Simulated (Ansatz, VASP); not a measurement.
## NbP in VASP and in Ansatz

```
CELL_PARAMETERS angstrom
-1.67352 1.67352 5.71398
1.67352 -1.67352 5.71398
1.67352 1.67352 -5.71398
ATOMIC_POSITIONS crystal
Nb 0.75003 0.75003 0.00000
Nb 0.50003 0.00003 0.50000
P 0.33259 0.33259 0.00000
P 0.08259 0.58259 0.50000
```

Alike in both runs: functional PBE; k mesh 18 × 18 × 18; occupations gaussian, width 0.1 eV; no spin polarisation.

Ansatz relaxed the structure, and its values are those at the end. VASP's run is a single point on that final structure, the one shown.

```csv
,VASP,Ansatz
version,VASP 6.6.1,Ansatz 0.2.0
potentials or method,"VASP PAW PBE potentials, release 64 (Nb_sv, P), cutoff 520 eV","scalar-relativistic, plane waves, PAW"
valence electrons in the cell,36,36
```

```tsv
	VASP	Ansatz	Ansatz less VASP
gap on the k mesh at the Fermi level (eV)	none	none	-
pressure (GPa)	-0.4	0.0	+0.39
```

A gap of «none» marks a metal or a gap that the smearing closes.
